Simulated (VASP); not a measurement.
Set up this calculation in VASP 6.6.1, as the native input.

* Task: single point
* Functional: PBEsol
* Potentials or basis: VASP PAW PBE potentials, release 64 (Si, Mo_sv)
* Cutoff: 520 eV
* k mesh: 18 × 18 × 18
* Occupations: gaussian, width 0.15 eV
* Spin: no spin polarisation
* Dipole correction: no
* Further INCAR settings: ALGO = Normal; EDIFF = 1e-06; NBANDS = 18

The structure of Si2Mo lies in POSCAR:

```
Si2Mo
1.0
   -1.6350007213      1.6350007213      4.0086817917
    1.6350007213     -1.6350007213      4.0086817917
    1.6350007213      1.6350007213     -4.0086817917
Si Mo
2 1
Direct
    0.3350567058      0.3060934158     -0.0289632900
    0.6649432942      0.6359800042     -0.0289632900
    0.0000000000      0.0169553726      0.0169553726
```

This cell differs from its parent crystal: atoms displaced along a vibrational mode, the cell strained.

The input as run:

INCAR

```
SYSTEM = Si2Mo
ALGO = Normal
EDIFF = 1E-6
ENCUT = 520
GGA = PS
ISIF = 2
ISMEAR = 0
LASPH = .True.
LCHARG = .False.
LREAL = .False.
LWAVE = .False.
NBANDS = 18
NELM = 60
PREC = Accurate
SIGMA = 0.15
```

KPOINTS

```
k-points
0
Gamma
  18 18 18
  0 0 0
```

Potentials or basis: VASP PAW PBE potentials, release 64 (Si, Mo_sv).

Command:

```sh
$ cat potpaw_PBE.64/Si/POTCAR potpaw_PBE.64/Mo_sv/POTCAR > POTCAR
$ mpirun -np 1 vasp_std > vasp.out
```

Results of the run:

```
Pressure               : -12.4 GPa
Largest force          : 1.092 eV/Å
Band gap on the k mesh : zero (bands 11 and 12 overlap by 0.65 eV)
```

Caveat: the cell differs from its parent crystal (atoms displaced along a vibrational mode, the cell strained); the cell stands under tension; the PAW data sets were made with another functional, which shifts forces and pressure a little.

It took 16 min on 1 thread of Intel Xeon 8259CL, with other jobs on the host, peak memory 0.71 GiB.
